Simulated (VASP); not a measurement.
# Be (P1) in VASP: a series of runs, part 2 of 2

VASP 6.6.1.

**3. Single point, PBE**

Contents of INCAR:

```
PREC     = Accurate       # precision mode
ENCUT    = 520            # plane-wave cutoff, eV
EDIFF    = 1E-6           # SCF threshold, eV
ISMEAR   = -1             # smearing method
SIGMA    = 0.3            # smearing width, eV
LREAL    = Auto         
LASPH    = True           # aspherical terms in the spheres
NELM     = 100            # most SCF steps
ALGO     = Normal         # electronic algorithm
ISIF     = 2              # what is computed and relaxed
LWAVE    = False          # write WAVECAR
LCHARG   = True           # write CHGCAR
GGA      = PE             # functional
LELF     = True           # ELF
LVHAR    = True         
NBANDS   = 60             # bands
```

Contents of KPOINTS:

```
Automatic mesh
0
Gamma
  2 2 2
```

Contents of POSCAR:

```
Be
1.0
    7.0917640000      0.0000000000      0.0000000000
   -3.5458820000      6.1416480000      0.0000000000
    0.0000000000      0.0000000000      7.4085300000
Be
36
Direct
   -0.0236265118     -0.0658943658     -0.0316392051
    0.0644053260      0.1749204774      0.2861026411
    0.0303085993     -0.0208575939      0.5139616091
    0.1174493337      0.1876043694      0.7355980201
    0.0163239928      0.3828288433     -0.0016872443
    0.0614513683      0.5345633615      0.2085163993
    0.0362654814      0.3539278057      0.4997347652
    0.1149918622      0.5654996835      0.7438182743
    0.0155962915      0.6572991484     -0.0313827439
    0.0874752065      0.8809524740      0.2054388657
   -0.0607508982      0.5907046447      0.4653149815
    0.1235746130      0.8328709167      0.7209257437
    0.4368494520      0.0669038668      0.0959974516
    0.4114937755      0.2805273112      0.2835380298
    0.3622517255      0.0527382878      0.4701337512
    0.4209380296      0.2319572857      0.7606637214
    0.2443649793      0.2704485832     -0.0296685037
    0.3470363414      0.5027803612      0.2334471211
    0.3140472288      0.3250104858      0.5009495811
    0.4644417291      0.5627968259      0.7423065034
    0.3017239268      0.6527726760     -0.0324355844
    0.3670405877      0.8062493976      0.2431521503
    0.2941420549      0.7306182315      0.5233426874
    0.4853662253      0.9451534832      0.7689649634
    0.7073204803      0.0351534311     -0.0317336908
    0.7274223488      0.1773628186      0.1987168845
    0.7842033941      0.0648034534      0.4957798646
    0.8150499670      0.2285868549      0.7361649342
    0.6499736567      0.3174555103     -0.0292365692
    0.8224046445      0.5510898703      0.2057088248
    0.6624573714      0.2605815247      0.4967787132
    0.7213538596      0.4992471076      0.7251910973
    0.5891787994      0.6705854845     -0.0172773816
    0.7838862272      0.8816526118      0.2472150346
    0.6238851036      0.6434917794      0.4650450224
    0.7812388727      0.8532888892      0.7083186543
```

Potentials or basis: VASP PAW PBE potentials, release 64 (Be).

On the command line:

```bash
cat potpaw_PBE.64/Be/POTCAR > POTCAR
mpirun -np 1 vasp_std > vasp.out
```

Wall time 11 min (1 thread of Intel Xeon 8259CL, shared host); peak memory 0.43 GiB.

The run converged. Its results:

| Quantity | Value |
| --- | --- |
| Free energy | -121.2182 eV |
| Pressure | 0.7 GPa |
| Largest force | 3.934 eV/Å |
| Band gap on the k mesh | zero (bands 36 and 37 overlap by 0.47 eV) |

Forces on the atoms (eV/Å):
```
Be  -1.120  0.209 -0.307
Be   0.036  0.649 -1.378
Be  -0.425 -0.300 -1.349
Be  -1.591 -0.381 -0.489
Be  -0.619 -3.115 -1.768
Be   2.534  0.691  2.645
Be  -0.322  1.166  0.370
Be   0.483 -2.055 -0.585
Be  -1.108  0.481 -0.070
Be   1.278  0.040  1.151
Be   0.039  1.332  0.921
Be  -1.108  1.992 -0.266
Be  -1.766 -1.305 -1.585
Be   2.657 -0.778 -1.988
Be  -0.789 -2.259  0.210
Be   0.528 -1.060 -0.618
Be   1.921  1.339  2.479
Be  -0.853  1.006 -0.018
Be   0.125  0.558  1.274
Be  -1.665 -0.865 -1.166
Be   0.406  0.544  1.025
Be   1.039  0.839  0.411
Be   0.569 -1.062 -0.417
Be  -0.391 -0.566 -1.177
Be   0.700 -0.971  0.501
Be   0.878  1.236  2.323
Be  -0.162 -2.611 -0.749
Be  -0.411  0.436  0.013
Be   0.903  0.878 -0.262
Be  -3.928 -0.082 -0.195
Be  -0.348  2.334 -0.035
Be   0.778  1.607 -0.374
Be   1.973  0.493  1.057
Be  -0.334 -0.357 -0.788
Be   0.336 -0.199  0.145
Be  -0.241  0.137  1.057
```

Stress tensor (GPa, compression positive):
```
 2.95  0.69  1.15
 0.69  3.12  0.59
 1.15  0.59 -4.01
```

Levels at points of the mesh, in eV from the Fermi level:
```
           k point  band 33  band 34  band 35  band 36  band 37  band 38  band 39  band 40
(0.00, 0.00, 0.00)    -0.33    -0.14     0.01     0.06     0.12     0.25     0.37     0.57
(0.50, 0.00, 0.00)    -0.99    -0.71    -0.26     0.04     0.38     0.48     0.71     0.93
(0.00, 0.50, 0.00)    -0.81    -0.61    -0.48    -0.17     0.38     0.66     0.70     1.16
(0.50, 0.50, 0.00)    -0.91    -0.62    -0.55     0.14     0.48     0.59     0.78     0.85
(0.00, 0.00, 0.50)    -1.16    -0.98    -0.81    -0.60    -0.33    -0.19     0.14     0.25
(0.50, 0.00, 0.50)    -1.25    -0.96    -0.66    -0.51     0.65     0.71     1.02     1.09
(0.00, 0.50, 0.50)    -1.05    -0.90    -0.71    -0.53     0.43     0.77     0.97     1.19
(0.50, 0.50, 0.50)    -1.30    -0.92    -0.76    -0.58     0.40     0.77     0.96     1.11
```

Caveat: the k points lie up to 0.51 Å⁻¹ apart; so wide a smearing shifts energies and pressures; forces of over 1 eV/Å act on the atoms, so gaps and moduli don't describe the material at rest.

**4. Single point, PBE**

Contents of INCAR:

```
SYSTEM = Be
  ALGO = Normal
  EDIFF = 1E-6
  ENCUT = 520
  GGA = PE
  ISIF = 2
  ISMEAR = -1
  LASPH = .True.
  LCHARG = .False.
  LREAL = Auto
  LWAVE = .False.
  NBANDS = 60
  NELM = 60
  PREC = Accurate
  SIGMA = 0.3
```

Contents of KPOINTS:

```
k-points
0
Gamma
  2 2 2
  0 0 0
```

Contents of POSCAR:

```
Be
1.0
    7.0917640000      0.0000000000      0.0000000000
   -3.5458820000      6.1416480000      0.0000000000
    0.0000000000      0.0000000000      7.4085300000
Be
36
Direct
   -0.0303121528     -0.1074955777     -0.0302489158
    0.0263481620      0.2041960073      0.2849283191
    0.0248832291     -0.0437504722      0.4941331141
    0.1035370971      0.2181010699      0.7668322866
    0.0014157080      0.3157295892      0.0147937580
    0.0752959615      0.5132661462      0.2385628458
    0.0679213616      0.3875995498      0.5240850749
    0.0951659274      0.5226610187      0.7362594199
    0.0490084792      0.6343574233     -0.0310992869
    0.0777551223      0.8231015519      0.1900242018
   -0.0730558178      0.5869922861      0.4906371439
    0.1397982695      0.8477203513      0.7021770851
    0.4187409558      0.0529662397      0.0495509905
    0.4799866444      0.3144921363      0.2467021123
    0.3495841996      0.0305618297      0.4214736257
    0.3714982725      0.1573030561      0.7832457991
    0.3014434645      0.3007336142     -0.0038199211
    0.3378031338      0.4899824933      0.2374695115
    0.3428384325      0.3688586516      0.4953749259
    0.3795504924      0.5093746825      0.7216816291
    0.2949713219      0.6295378700     -0.0459065429
    0.3648304799      0.8207243398      0.2396696781
    0.2875168977      0.6839206675      0.5032712292
    0.5268770263      1.0067981753      0.6621691483
    0.6843184247      0.0548875481     -0.0677327351
    0.7206732004      0.1693356571      0.1947754818
    0.7583099012      0.0121140124      0.4848195256
    0.8271355568      0.2390237930      0.7324260008
    0.6485122623      0.3341611242     -0.0339338573
    0.7498419671      0.5814074659      0.1866092194
    0.7204565351      0.2873495843      0.4808916209
    0.7060123711      0.5087233915      0.7223700248
    0.5714266903      0.5996598958     -0.0355266159
    0.8098584750      0.8892075873      0.2145634829
    0.6526789395      0.6167562843      0.4451085438
    0.7871705543      0.8374299537      0.7247051709
```

On the command line:

```bash
cat potpaw_PBE.64/Be/POTCAR > POTCAR
mpirun -np 1 vasp_std > vasp.out
```

It took 11 min on 1 thread of Intel Xeon 8259CL, shared host; peak memory 0.43 GiB.

The run converged. Its results:

```
Free energy            : -121.4386 eV
Pressure               : 1.7 GPa
Largest force          : 3.678 eV/Å
Band gap on the k mesh : zero (bands 36 and 37 overlap by 0.20 eV)
```

Forces in eV/Å, atoms in the order of the input:
```
Be  -0.586  0.585 -0.862
Be   0.903 -0.438  0.162
Be  -1.183  0.332 -0.836
Be  -0.297 -1.363 -0.578
Be  -0.203 -0.523 -0.685
Be  -1.664  0.576  0.525
Be  -0.415 -2.645 -1.247
Be  -0.572  1.365  1.229
Be  -3.601  0.479  0.574
Be   0.558  1.019  1.832
Be   1.387  2.455  0.179
Be   0.173 -0.616  0.473
Be  -1.669 -1.476  0.211
Be   0.572 -1.211  0.244
Be   0.268 -0.209  0.722
Be   0.016  1.318 -0.675
Be   0.097 -0.527  0.428
Be   0.544  1.335 -0.264
Be   0.668 -2.430 -0.970
Be   1.303  1.065  0.699
Be   2.766  0.198  0.917
Be   1.669 -0.495 -1.048
Be   0.520  1.432 -0.572
Be  -0.495 -1.098  0.329
Be   0.542 -2.160  0.910
Be  -0.506  0.163  0.607
Be  -0.190  0.086 -0.596
Be  -0.667  0.272 -1.035
Be   0.600  0.393  0.479
Be   2.274  0.329 -0.424
Be  -1.676 -0.740 -0.609
Be   0.296 -0.450 -0.508
Be   1.102  1.572 -0.067
Be  -1.107  0.093  0.374
Be  -0.464  0.665  0.619
Be  -0.963  0.649 -0.537
```

Stress tensor (GPa, compression positive):
```
 4.00  0.42 -1.18
 0.42  5.47  1.30
-1.18  1.30 -4.34
```

Levels at points of the mesh, in eV from the Fermi level:
| k point | band 34 | band 35 | band 36 | band 37 | band 38 | band 39 |
| --- | --- | --- | --- | --- | --- | --- |
| (0.00, 0.00, 0.00) | -0.32 | -0.24 | -0.04 | 0.09 | 0.26 | 0.61 |
| (0.50, 0.00, 0.00) | -0.63 | -0.48 | -0.10 | 0.04 | 0.29 | 0.53 |
| (0.00, 0.50, 0.00) | -0.65 | -0.51 | -0.23 | 0.31 | 0.44 | 0.52 |
| (0.50, 0.50, 0.00) | -0.35 | -0.24 | 0.01 | 0.30 | 0.58 | 0.87 |
| (0.00, 0.00, 0.50) | -0.63 | -0.56 | -0.38 | -0.19 | -0.14 | 0.10 |
| (0.50, 0.00, 0.50) | -0.75 | -0.63 | -0.45 | 0.44 | 0.69 | 1.04 |
| (0.00, 0.50, 0.50) | -0.86 | -0.53 | -0.24 | 0.21 | 0.69 | 0.93 |
| (0.50, 0.50, 0.50) | -0.77 | -0.44 | -0.37 | 0.42 | 0.56 | 0.87 |

Caveat: the k points lie up to 0.51 Å⁻¹ apart; so wide a smearing shifts energies and pressures; forces of over 1 eV/Å act on the atoms, so gaps and moduli don't describe the material at rest.

**5. The runs side by side**

```csv
cell,gap on the mesh (eV),pressure (GPa),largest force (eV/Å)
"as given, atomic positions A",none,1.2,5.02
"as given, atomic positions B",none,0.7,3.93
"as given, atomic positions C",none,1.7,3.68
```

Alike in all rows: task single point; level PBE; potentials or basis VASP PAW PBE potentials, release 64 (Be); no spin polarisation; k mesh 2 × 2 × 2; cutoff (eV) 520; smearing fermi-dirac 0.3 eV.

Caveats: all runs use coarse meshes; so wide a smearing shifts energies and pressures; forces of over 1 eV/Å act on the atoms, so gaps and moduli don't describe the material at rest.

Total energies depend on the potentials used, so only differences within one code and one set of settings carry meaning.
